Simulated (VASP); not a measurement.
# GaP (F-43m) in VASP: elastic constants with PBEsol

Aim: the elastic constants of GaP with PBEsol.

Everything below comes from runs of VASP 6.6.1. Logs are shortened: lines on timing, memory, paths and dates and some standing lists are left out, and cuts for length are marked.

## (1) The cell of the first run

The structure is cubic, space group F-43m (No. 216). Conventional cell: a = 5.439 Å, b = 5.439 Å, c = 5.439 Å, α = 90.00°, β = 90.00°, γ = 90.00°. Ga (site symmetry -43m) has 4 P at 2.35 Å within 3.1 Å. Within 3.1 Å of P (site symmetry -43m) lie 4 Ga at 2.35 Å.

## (2) Elastic constants, PBEsol

The input, INCAR:

```
PREC     = Accurate       # precision mode
ENCUT    = 600            # plane-wave cutoff, eV
EDIFF    = 1E-8           # SCF threshold, eV
ISMEAR   = 0              # smearing method
SIGMA    = 0.01           # smearing width, eV
LREAL    = False          # projectors in reciprocal space
LASPH    = True           # aspherical terms in the spheres
NELM     = 60             # most SCF steps
ALGO     = Normal         # electronic algorithm
ISIF     = 3              # what is computed and relaxed
LWAVE    = False          # write WAVECAR
LCHARG   = False          # write CHGCAR
GGA      = PS             # functional
IBRION   = 6              # ionic algorithm
NFREE    = 2            
POTIM    = 0.015          # step
NSW      = 1              # ionic steps
```

The input, KPOINTS:

```
Automatic mesh
0
Gamma
  8 8 8
```

The input, POSCAR:

```
GaP
1.0
    2.7192641210      2.7192641210      0.0000000000
   -2.7192641210      2.7192641210      0.0000000000
    0.0000000000      2.7192641210      2.7192641210
Ga P
1 1
Direct
    0.0000000000      0.0000000000      0.0000000000
    0.7500000000      0.2500000000      0.5000000000
```

Potentials or basis: VASP PAW PBE potentials, release 64 (Ga_d, P).

Run with:

```sh
cat potpaw_PBE.64/Ga_d/POTCAR potpaw_PBE.64/P/POTCAR > POTCAR
mpirun -np 1 vasp_std > vasp.out
```

OUTCAR:

```text
PREC = Accurate
   ENCUT = 600
   EDIFF = 1E-8
   ISMEAR = 0
   LREAL = False
   LASPH = True
   NELM = 60
   ISIF = 3
   GGA = PS
   IBRION = 6
   NFREE = 2
   POTIM = 0.015
   NSW = 1

 ion  position               nearest neighbor table
   1  0.000  0.000  0.000-   2 2.35   2 2.35   2 2.35   2 2.35
   2  0.750  0.250  0.500-   1 2.35   1 2.35   1 2.35   1 2.35

  LATTYP: Found a face centered cubic cell.
 ALAT       =     5.4385282420

  Lattice vectors:

 A1 = (   0.0000000000,   2.7192641210,   2.7192641210)
 A2 = (   2.7192641210,   0.0000000000,   2.7192641210)
 A3 = (   2.7192641210,   2.7192641210,   0.0000000000)

Analysis of symmetry for initial positions (statically):
=====================================================================
 Subroutine PRICEL returns:
 Original cell was already a primitive cell.

 Routine SETGRP: Setting up the symmetry group for a
 face centered cubic supercell.

 Subroutine GETGRP returns: Found 24 space group operations
 (whereof 24 operations were pure point group operations)
 out of a pool of 48 trial point group operations.

The static configuration has the point symmetry T_d .

Analysis of symmetry for dynamics (positions and initial velocities):
=====================================================================
 Subroutine PRICEL returns:
 Original cell was already a primitive cell.

 Routine SETGRP: Setting up the symmetry group for a
 face centered cubic supercell.

 Subroutine GETGRP returns: Found 24 space group operations
 (whereof 24 operations were pure point group operations)
 out of a pool of 48 trial point group operations.

The dynamic configuration has the point symmetry T_d .

 Subroutine INISYM returns: Found 24 space group operations
 (whereof 24 operations are pure point group operations),
 and found     1 'primitive' translations

----------------------------------------------------------------------------------------

                                     Primitive cell

  volume of cell :      40.2146

  direct lattice vectors                    reciprocal lattice vectors
     2.719264121  2.719264121  0.000000000     0.183873275  0.183873275 -0.183873275
    -2.719264121  2.719264121  0.000000000    -0.183873275  0.183873275 -0.183873275
     0.000000000  2.719264121  2.719264121     0.000000000  0.000000000  0.367746550

  length of vectors
     3.845620200  3.845620200  3.845620200     0.318477855  0.318477855  0.367746550

  position of ions in fractional coordinates (direct lattice)
     0.000000000  0.000000000  0.000000000
     0.750000000  0.250000000  0.500000000

  ion indices of the primitive-cell ions
   primitive index   ion index
                 1           1
                 2           2

----------------------------------------------------------------------------------------

 KPOINTS: Automatic mesh

Automatic generation of k-mesh.
 Grid dimensions read from file:
 generate k-points for:    8    8    8

 Generating k-lattice:

  Cartesian coordinates                     Fractional coordinates (reciprocal lattice)
     0.022984159  0.022984159 -0.022984159     0.125000000  0.000000000  0.000000000
    -0.022984159  0.022984159 -0.022984159     0.000000000  0.125000000  0.000000000
     0.000000000  0.000000000  0.045968319     0.000000000  0.000000000  0.125000000

  Length of vectors
     0.039809732  0.039809732  0.045968319

  Shift w.r.t. Gamma in fractional coordinates (k-lattice)
     0.000000000  0.000000000  0.000000000

 Subroutine IBZKPT returns following result:
[... 104 lines left out ...]
  --------------------------------------------------------------------------------------
  -------------------------------------------------------------------------------------
  Total       -0.0194530     -0.0194530     -0.0194530      0.0000000      0.0000000      0.0000000
  in kB       -0.7750210     -0.7750210     -0.7750210      0.0000000      0.0000000      0.0000000
  external PRESSURE =      -0.7750210 kB  Pullay stress =       0.0000000 kB
[... 89 lines left out ...]
  FREE ENERGIE OF THE ION-ELECTRON SYSTEM (eV)
  ---------------------------------------------------
  free  energy   TOTEN  =        -9.9175617737 eV

  energy  without entropy=       -9.9175617737  energy(sigma->0) =       -9.91756177

 E-fermi :   4.6262     XC(G=0):  -9.9838

 val. band max:        4.5126931123   @ k =   0.0000   0.0000   0.0000
 cond. band min:       5.9756465867   @ k =  -0.3750   0.3750   0.0000
 fundamental gap:      1.4629534744
 Fermi energy:         4.6261905734

 k-point     1 :       0.0000    0.0000    0.0000
  band No.  band energies     occupation
      1     -10.0460      2.00000
      2     -10.0415      2.00000
      3     -10.0415      2.00000
      4      -9.9459      2.00000
      5      -9.9439      2.00000
      6      -7.9768      2.00000
      7       4.4272      2.00000
      8       4.5127      2.00000
      9       4.5127      2.00000
     10       6.1650      0.00000
     11       8.3038      0.00000
     12       8.3038      0.00000
     13       8.3358      0.00000
[... 356 lines left out ...]
      2     -10.0126      2.00000
      3     -10.0012      2.00000
      4      -9.9525      2.00000
      5      -9.9356      2.00000
      6      -5.5016      2.00000
      7      -1.9376      2.00000
      8       1.3043      2.00000
      9       2.5239      2.00000
     10       7.7571      0.00000
     11       8.6236      0.00000
     12      10.8794      0.00000
     13      12.2990      0.00000

 [... further k-points ...]

[... ionic steps 4 to 14 ...]

--------------------------------------- Ionic step       15  -------------------------------------------

 number of electron      18.0000002 magnetization

------------------------ aborting loop because EDIFF is reached ----------------------------------------
[... 67 lines left out ...]
--------------------------------------- Ionic step       17  -------------------------------------------

 number of electron      18.0000005 magnetization

 Free energy of the ion-electron system (eV)
  ---------------------------------------------------
  ext. energy  EPLUGINS =         0.00000000
  ---------------------------------------------------
  free energy    TOTEN  =        -9.91997962 eV

  energy without entropy =       -9.91997962  energy(sigma->0) =       -9.91997962

 E-fermi :   4.7532     XC(G=0): -10.0510

 val. band max:        4.6813785477   @ k =   0.0000   0.0000   0.0000
 cond. band min:       6.1323437933   @ k =   0.5000   0.5000   0.0000
 fundamental gap:      1.4509652456
 Fermi energy:         4.7531715081

 k-point     1 :       0.0000    0.0000    0.0000
  band No.  band energies     occupation
      1      -9.9195      2.00000
      2      -9.9176      2.00000
      3      -9.9151      2.00000
      4      -9.8145      2.00000
      5      -9.8145      2.00000
      6      -7.9378      2.00000
      7       4.5898      2.00000
      8       4.6367      2.00000
      9       4.6814      2.00000
     10       6.4408      0.00000
     11       8.4359      0.00000
     12       8.4606      0.00000
     13       8.4877      0.00000
[... 397 lines left out ...]
  FREE ENERGIE OF THE ION-ELECTRON SYSTEM (eV)
  ---------------------------------------------------
  free  energy   TOTEN  =        -9.9199796155 eV

  energy  without entropy=       -9.9199796155  energy(sigma->0) =       -9.91997962

 INTERNAL STRAIN TENSORS FROM STRAINED CELLS
 ============================================

 INTERNAL STRAIN TENSOR FOR ION    1 for displacements in x,y,z  (eV/Angst):
          X           Y           Z          XY          YZ          ZX
  --------------------------------------------------------------------------------
  x     0.00000    -0.00000    -0.00000     0.00000    -7.60257    -0.00000
  y    -0.00000    -0.00000    -0.00000     0.00000     0.00000    -7.60170
  z    -0.00000     0.00000     0.00000    -7.60201     0.00000     0.00000

 INTERNAL STRAIN TENSORS FROM DISPLACED ATOMS
 ============================================

 INTERNAL STRAIN TENSOR FOR ION    1 for displacements in x,y,z  (eV/Angst):
          X           Y           Z          XY          YZ          ZX
  --------------------------------------------------------------------------------
  x    -0.00000     0.00000     0.00000     0.00000    -7.59440     0.00000
  y     0.00000    -0.00000     0.00000     0.00000     0.00000    -7.59440
  z     0.00000     0.00000    -0.00000    -7.59440     0.00000     0.00000

 INTERNAL STRAIN TENSOR FOR ION    2 for displacements in x,y,z  (eV/Angst):
          X           Y           Z          XY          YZ          ZX
  --------------------------------------------------------------------------------
  x     0.00000     0.00000     0.00000     0.00000     7.59055     0.00000
  y     0.00000     0.00000     0.00000     0.00000     0.00000     7.59055
  z     0.00000     0.00000     0.00000     7.59055     0.00000     0.00000

 Eigenvectors and eigenvalues of the dynamical matrix
 ----------------------------------------------------

   1 f  =   10.659998 THz    66.978743 2PiTHz  355.579260 cm-1    44.086190 meV
             X         Y         Z           dx          dy          dz
      0.000000  0.000000  0.000000     0.554731    0.000000    0.000000
      1.359632  4.078896  1.359632    -0.832030   -0.000000    0.000000
[... 21 lines left out ...]
   6 f/i=    0.001506 THz     0.009465 2PiTHz    0.050246 cm-1     0.006230 meV
             X         Y         Z           dx          dy          dz
      0.000000  0.000000  0.000000    -0.832030    0.000000    0.000000
      1.359632  4.078896  1.359632    -0.554731   -0.000000    0.000000

--------------------------------------------------------------------------------------------------------

 ELASTIC MODULI CONTR FROM IONIC RELAXATION (kBar)
 Direction    XX          YY          ZZ          XY          YZ          ZX
 --------------------------------------------------------------------------------
 XX          -0.0000     -0.0000     -0.0000     -0.0000     -0.0000     -0.0000
 YY          -0.0000     -0.0000     -0.0000     -0.0000     -0.0000     -0.0000
 ZZ          -0.0000     -0.0000     -0.0000     -0.0000     -0.0000     -0.0000
 XY          -0.0000     -0.0000     -0.0000   -230.2885     -0.0000      0.0000
 YZ          -0.0000     -0.0000     -0.0000     -0.0000   -230.2885     -0.0000
 ZX          -0.0000     -0.0000     -0.0000      0.0000     -0.0000   -230.2885
 --------------------------------------------------------------------------------

 TOTAL ELASTIC MODULI (kBar)
 Direction    XX          YY          ZZ          XY          YZ          ZX
 --------------------------------------------------------------------------------
 XX        1343.8248    596.1292    596.1292      0.0000     -0.0000      0.0000
 YY         596.1292   1343.8248    596.1292      0.0000      0.0000      0.0000
 ZZ         596.1292    596.1292   1343.8248     -0.0000      0.0000      0.0000
 XY           0.0000      0.0000     -0.0000    676.7405     -0.0000      0.0000
 YZ          -0.0000      0.0000      0.0000     -0.0000    676.7405     -0.0000
 ZX           0.0000      0.0000      0.0000      0.0000     -0.0000    676.7405
 --------------------------------------------------------------------------------
```

Run time: 5.1 min. Hardware: 1 thread of Intel Xeon 6975P-C (Granite Rapids), shared host; peak memory 0.32 GiB.

Results:

| Item | Value |
| --- | --- |
| Elastic constants C11, C12, C44 | 134, 60, 68 GPa |
| Voigt bulk modulus | 85 GPa |
| Highest phonon frequency at Γ, LO-TO splitting left out | 356 cm⁻¹ |

Phonon frequencies in cm⁻¹ (negative: imaginary):
```csv
q point,frequencies
"(0.000, 0.000, 0.000)",0 0 0 356 356 356
```

Elastic tensor in Voigt notation (GPa, in the Cartesian axes of the cell as first typed):
```
134  60  60   0   0   0
 60 134  60   0   0   0
 60  60 134   0   0   0
  0   0   0  68   0   0
  0   0   0   0  68   0
  0   0   0   0   0  68
```

Clamped-ion elastic tensor (GPa):
```
134  60  60   0   0   0
 60 134  60   0   0   0
 60  60 134   0   0   0
  0   0   0  91   0   0
  0   0   0   0  91   0
  0   0   0   0   0  91
```

Caveat: the PAW data sets were made with another functional, which shifts forces and pressure a little.
